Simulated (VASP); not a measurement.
# Ag in VASP: notebook

Ag is run at these levels: PBE; tasks: single point.

All numbers are computed with VASP 6.6.1; they aren't measurements. Logs are shortened: lines on timing, memory, paths and dates and some standing lists are left out, and cuts for length are marked.

### Step 1. The cell of the first run

The cell holds a slab with vacuum, 3 atoms: a = 2.933 Å, b = 4.148 Å, c = 18.933 Å, α = 90.00°, β = 90.00°, γ = 90.00°.

### Step 2. Single point, PBE

Contents of INCAR:

```
SYSTEM = Ag
PREC = Accurate
ENCUT = 520
EDIFF = 1E-6
ISMEAR = -1
SIGMA = 0.08
LREAL = .False.
LASPH = .True.
NELM = 60
ALGO = Normal
ISIF = 2
LWAVE = .False.
LCHARG = .False.
LDIPOL = .True.
IDIPOL = 3
DIPOL = 0.5 0.5 0.500
GGA = PE
NBANDS = 24
```

Contents of KPOINTS:

```
regular mesh
0
Gamma
  14 10 1
  0 0 0
```

Contents of POSCAR:

```
Ag
1.0
    2.9333909037      0.0000000000      0.0000000000
    0.0000000000      4.1484411997      0.0000000000
    0.0000000000      0.0000000000     18.9334000000
Ag
3
Direct
    0.0000000000      0.0000000000      0.4225339637
    0.5000000000      0.5000000000      0.5000000000
    0.0000000000      0.0000000000      0.5774660363
```

Potentials or basis: VASP PAW PBE potentials, release 64 (Ag).

Started as:

```sh
$ cat potpaw_PBE.64/Ag/POTCAR > POTCAR
$ mpirun -np 1 vasp_std > vasp.out
```

OUTCAR:

```text
SYSTEM = Ag
   PREC = Accurate
   ENCUT = 520
   EDIFF = 1E-6
   ISMEAR = -1
   LREAL = .False.
   LASPH = .True.
   NELM = 60
   ISIF = 2
   GGA = PE

 ion  position               nearest neighbor table
   1  0.000  0.000  0.423-   3 2.93   2 2.93   2 2.93   2 2.93   2 2.93
   2  0.500  0.500  0.500-   1 2.93   3 2.93   1 2.93   3 2.93   1 2.93   3 2.93   1 2.93   3 2.93

   3  0.000  0.000  0.577-   1 2.93   2 2.93   2 2.93   2 2.93   2 2.93

  LATTYP: Found a simple orthorhombic cell.
 ALAT       =     2.9333909037
 B/A-ratio  =     1.4142135624
 C/A-ratio  =     6.4544415053

  Lattice vectors:

 A1 = (   2.9333909037,   0.0000000000,   0.0000000000)
 A2 = (   0.0000000000,   4.1484411997,   0.0000000000)
 A3 = (   0.0000000000,   0.0000000000,  18.9334000000)

Analysis of symmetry for initial positions (statically):
=====================================================================
 Subroutine PRICEL returns:
 Original cell was already a primitive cell.

 Routine SETGRP: Setting up the symmetry group for a
 simple orthorhombic supercell.

 Subroutine GETGRP returns: Found  8 space group operations
 (whereof  8 operations were pure point group operations)
 out of a pool of  8 trial point group operations.

The static configuration has the point symmetry D_2h.

Analysis of symmetry for dynamics (positions and initial velocities):
=====================================================================
 Subroutine PRICEL returns:
 Original cell was already a primitive cell.

 Routine SETGRP: Setting up the symmetry group for a
 simple orthorhombic supercell.

 Subroutine GETGRP returns: Found  8 space group operations
 (whereof  8 operations were pure point group operations)
 out of a pool of  8 trial point group operations.

The dynamic configuration has the point symmetry D_2h.

 Subroutine INISYM returns: Found  8 space group operations
 (whereof  8 operations are pure point group operations),
 and found     1 'primitive' translations

----------------------------------------------------------------------------------------

                                     Primitive cell

  volume of cell :     230.4005

  direct lattice vectors                    reciprocal lattice vectors
     2.933390904  0.000000000  0.000000000     0.340902400  0.000000000  0.000000000
     0.000000000  4.148441200  0.000000000     0.000000000  0.241054399  0.000000000
     0.000000000  0.000000000 18.933400000     0.000000000  0.000000000  0.052816715

  length of vectors
     2.933390904  4.148441200 18.933400000     0.340902400  0.241054399  0.052816715

  position of ions in fractional coordinates (direct lattice)
     0.000000000  0.000000000  0.422533964
     0.500000000  0.500000000  0.500000000
     0.000000000  0.000000000  0.577466036

  ion indices of the primitive-cell ions
   primitive index   ion index
                 1           1
                 2           2
                 3           3

----------------------------------------------------------------------------------------

 KPOINTS: regular mesh

Automatic generation of k-mesh.
 Grid dimensions read from file:
 generate k-points for:   14   10    1

 Generating k-lattice:

  Cartesian coordinates                     Fractional coordinates (reciprocal lattice)
     0.024350171  0.000000000  0.000000000     0.071428571  0.000000000  0.000000000
     0.000000000  0.024105440  0.000000000     0.000000000  0.100000000  0.000000000
     0.000000000  0.000000000  0.052816715     0.000000000  0.000000000  1.000000000

  Length of vectors
     0.024350171  0.024105440  0.052816715

  Shift w.r.t. Gamma in fractional coordinates (k-lattice)
     0.000000000  0.000000000  0.000000000

 Subroutine IBZKPT returns following result:
 ===========================================

 Found     48 irreducible k-points:

 Following reciprocal coordinates:
            Coordinates               Weight
  0.000000  0.000000  0.000000      1.000000
  0.071429  0.000000  0.000000      2.000000
  0.142857  0.000000  0.000000      2.000000
  0.214286  0.000000  0.000000      2.000000
  0.285714  0.000000  0.000000      2.000000
  0.357143  0.000000  0.000000      2.000000
[... 16 lines left out ...]
  0.428571  0.200000  0.000000      4.000000
  0.500000  0.200000  0.000000      2.000000
 [... further k-points ...]
   k-points           NKPTS =     48   k-points in BZ     NKDIM =     48   number of bands    NBANDS=     24
   number of dos      NEDOS =    301   number of ions     NIONS =      3
   total plane-waves  NPLWV = 110592
   dimension x,y,z NGX =    24 NGY =   32 NGZ =  144
   dimension x,y,z NGXF=    48 NGYF=   64 NGZF=  288
   ions per type =               3
   NGX,Y,Z   is equivalent  to a cutoff of  13.60, 12.82, 12.64 a.u.
   NGXF,Y,Z  is equivalent  to a cutoff of  27.20, 25.65, 25.29 a.u.
 SYSTEM =  Ag
   PREC   = accura    normal or accurate (medium, high low for compatibility)
   ISTART =      0    job   : 0-new  1-cont  2-samecut
   ICHARG =      2    charge: 1-file 2-atom 10-const
   ISPIN  =      1    spin polarized calculation?
   LNONCOLLINEAR =      F non collinear calculations
   LSORBIT =      F    spin-orbit coupling
   LASPH  =      T    aspherical Exc in radial PAW
   ENCUT  =  520.0 eV  38.22 Ry    6.18 a.u.   5.45  7.71 35.20*2*pi/ulx,y,z
   NELM   =     60;   NELMIN=  2; NELMDL= -5     # of ELM steps
   EDIFF  = 0.1E-05   stopping-criterion for ELM
   LREAL  =      F    real-space projection
   EDIFFG = 0.1E-04   stopping-criterion for IOM
   NSW    =      0    number of steps for IOM
   IBRION =     -1    ionic relax: 0-MD 1-quasi-New 2-CG
   NFREE  =      0    steps in history (QN), initial steepest desc. (CG)
   ISIF   =      2    stress and relaxation
   ISYM   =      2    0-nonsym 1-usesym 2-fastsym
   POTIM  = 0.5000    time-step for ionic-motion
   TEBEG  =    0.0;   TEEND  =   0.0 temperature during run
   PSTRESS=    0.0 pullay stress
   NELECT =      33.0000    total number of electrons
   NUPDOWN=      -1.0000    fix difference up-down
   EMIN   =  10.00;   EMAX   =-10.00  energy-range for DOS
   EFERMI =   0.00;   METHOD = LEGACY
   ISMEAR =    -1;   SIGMA  =   0.08  broadening in eV -4-tet -1-fermi 0-gaus
   EFERMI_NEDOS =   21; number of points for ismear=-14 and -15
   IALGO  =     38    algorithm
   IMIX   =      4    mixing-type and parameters
     AMIX     =   0.40;   BMIX     =  1.00
     AMIX_MAG =   1.60;   BMIX_MAG =  1.00
  volume/ion in A,a.u.               =      76.80       518.27
  Fermi-wavevector in a.u.,A,eV,Ry     =   0.856548  1.618641  9.982245  0.733674
  Thomas-Fermi vector in A             =   1.973466
   LORBIT       =      0    0 simple, 1 ext, 2 COOP (PROOUT), +10 PAW based schemes
   GGA     = PE    functional components
   LHFCALC =     F    Hartree Fock is set to
   AEXX    =    0.0000 exact exchange contribution
   IVDW    =     0    specifies the selected vdW correction
   LEPSILON=     F    determine dielectric tensor
   LRPA    =     F    only Hartree local field effects (RPA)
 non-spin polarized calculation
  energy-cutoff  :      520.00
  volume of cell :      230.40
 maximum number of plane-waves:      6283
 NGX is ok and might be reduce to    24
   NGX = 11   NGY = 15   NGZ = 71

 number of electron      33.0000013 magnetization

 dipolmoment           0.000000      0.000000      0.000000 electrons x Angstroem

 Free energy of the ion-electron system (eV)
  ---------------------------------------------------
  ext. energy  EPLUGINS =         0.00000000
  ---------------------------------------------------
  free energy    TOTEN  =        -6.80283798 eV

  energy without entropy =       -6.78372440  energy(sigma->0) =       -6.79328119

 E-fermi :  -1.4571     XC(G=0):  -3.7464

 val. band max:       -1.5247667193   @ k =   0.2143   0.3000   0.0000
 cond. band min:      -1.4568781796   @ k =   0.0000   0.3000   0.0000
 fundamental gap:      0.0678885397
 Fermi energy:        -1.4570847327

 k-point     1 :       0.0000    0.0000    0.0000
  band No.  band energies     occupation
      1      -7.5118      2.00000
      2      -7.0306      2.00000
      3      -6.4307      2.00000
      4      -6.3167      2.00000
      5      -6.0432      2.00000
      6      -5.6939      2.00000
[... 16 lines left out ...]
     23       4.0767      0.00000
     24       5.8195      0.00000

 k-point     2 :       0.0714    0.0000    0.0000
  band No.  band energies     occupation
      1      -7.4201      2.00000
      2      -6.9609      2.00000
      3      -6.3950      2.00000
      4      -6.2212      2.00000
      5      -6.0627      2.00000
      6      -5.8720      2.00000
[... 16 lines left out ...]
     23       4.1645      0.00000
     24       5.8508      0.00000

 k-point     3 :       0.1429    0.0000    0.0000
  band No.  band energies     occupation
      1      -7.1867      2.00000
      2      -6.7615      2.00000
      3      -6.2749      2.00000
      4      -6.1274      2.00000
      5      -6.1121      2.00000
      6      -5.9677      2.00000
[... 16 lines left out ...]
     23       4.4262      0.00000
     24       5.9431      0.00000

 k-point     4 :       0.2143    0.0000    0.0000
  band No.  band energies     occupation
      1      -6.9628      2.00000
      2      -6.4397      2.00000
      3      -6.3541      2.00000
      4      -6.2406      2.00000
      5      -6.0921      2.00000
      6      -6.0594      2.00000
[... 16 lines left out ...]
     23       4.8614      0.00000
     24       5.8098      0.00000

 k-point     5 :       0.2857    0.0000    0.0000
  band No.  band energies     occupation
      1      -6.8761      2.00000
      2      -6.5735      2.00000
      3      -6.3811      2.00000
      4      -6.3103      2.00000
      5      -6.0574      2.00000
      6      -5.8431      2.00000
[... 16 lines left out ...]
     23       5.4006      0.00000
     24       5.4531      0.00000

 k-point     6 :       0.3571    0.0000    0.0000
  band No.  band energies     occupation
      1      -6.8851      2.00000
      2      -6.7483      2.00000
      3      -6.5123      2.00000
      4      -6.4844      2.00000
      5      -5.8037      2.00000
      6      -5.7063      2.00000
[... 16 lines left out ...]
     23       5.7507      0.00000
     24       6.2035      0.00000
[... 379 lines left out ...]
 k-point    21 :       0.2857    0.2000    0.0000
  band No.  band energies     occupation
      1      -6.6841      2.00000
      2      -6.5700      2.00000
      3      -6.3531      2.00000
      4      -6.1510      2.00000
      5      -6.0415      2.00000
      6      -5.8920      2.00000
[... 16 lines left out ...]
     23       4.6355      0.00000
     24       5.8679      0.00000

 k-point    22 :       0.3571    0.2000    0.0000
  band No.  band energies     occupation
      1      -6.7478      2.00000
      2      -6.7063      2.00000
      3      -6.4481      2.00000
      4      -6.3336      2.00000
      5      -5.9715      2.00000
      6      -5.7669      2.00000
[... 16 lines left out ...]
     23       5.3800      0.00000
     24       5.5403      0.00000

 k-point    23 :       0.4286    0.2000    0.0000
  band No.  band energies     occupation
      1      -6.8558      2.00000
      2      -6.7562      2.00000
      3      -6.5146      2.00000
      4      -6.4614      2.00000
      5      -6.0480      2.00000
      6      -5.6729      2.00000
[... 16 lines left out ...]
     23       6.1527      0.00000
     24       6.4216      0.00000

 k-point    24 :       0.5000    0.2000    0.0000
  band No.  band energies     occupation
      1      -6.8938      2.00000
      2      -6.7769      2.00000
      3      -6.5296      2.00000
      4      -6.5152      2.00000
      5      -6.0810      2.00000
      6      -5.6403      2.00000
[... 16 lines left out ...]
     23       6.3212      0.00000
     24       6.9002      0.00000

 [... further k-points ...]

------------------------ aborting loop because EDIFF is reached ----------------------------------------

 vacuum level on the upper side and lower side of the slab       (xc-potential included)        -0.118        -0.118

  FORCE on cell =-STRESS in cart. coord.  units (eV):
  Direction    XX          YY          ZZ          XY          YZ          ZX
  --------------------------------------------------------------------------------------
  -------------------------------------------------------------------------------------
  Total       -2.2080672     -1.9833406     -0.7290551      0.0000000      0.0000000      0.0000000
  in kB      -15.3546310    -13.7919094     -5.0697603      0.0000000      0.0000000      0.0000000
  external PRESSURE =     -11.4054336 kB  Pullay stress =       0.0000000 kB

 VOLUME and BASIS-vectors are now :
 -----------------------------------------------------------------------------
  energy-cutoff  :      520.00
  volume of cell :      230.40
      direct lattice vectors                 reciprocal lattice vectors
     2.933390904  0.000000000  0.000000000     0.340902400  0.000000000  0.000000000
     0.000000000  4.148441200  0.000000000     0.000000000  0.241054399  0.000000000
     0.000000000  0.000000000 18.933400000     0.000000000  0.000000000  0.052816715

 POSITION                                       TOTAL-FORCE (eV/Angst)
 -----------------------------------------------------------------------------------
      0.00000      0.00000      8.00000        -0.000000      0.000000      0.239816
      1.46670      2.07422      9.46670        -0.000000      0.000000      0.000000
      0.00000      0.00000     10.93340         0.000000      0.000000     -0.239816
 -----------------------------------------------------------------------------------
    total drift:                                0.000000      0.000000      0.000000

  FREE ENERGIE OF THE ION-ELECTRON SYSTEM (eV)
  ---------------------------------------------------
  free  energy   TOTEN  =        -6.8028379820 eV

  energy  without entropy=       -6.7837244010  energy(sigma->0) =       -6.79328119

 vacuum level on the upper side and lower side of the slab         2.752         2.752
```

Run time: 4 min. Hardware: 1 thread of Intel Xeon 6975P-C, shared host; peak memory 0.44 GiB.

What came out:

```
Free energy   : -6.8028 eV
Largest force : 0.240 eV/Å
```

Forces on the atoms (eV/Å):
```
Ag   0.000  0.000  0.240
Ag   0.000  0.000  0.000
Ag   0.000  0.000 -0.240
```

(Continued in part 2 of 2.)
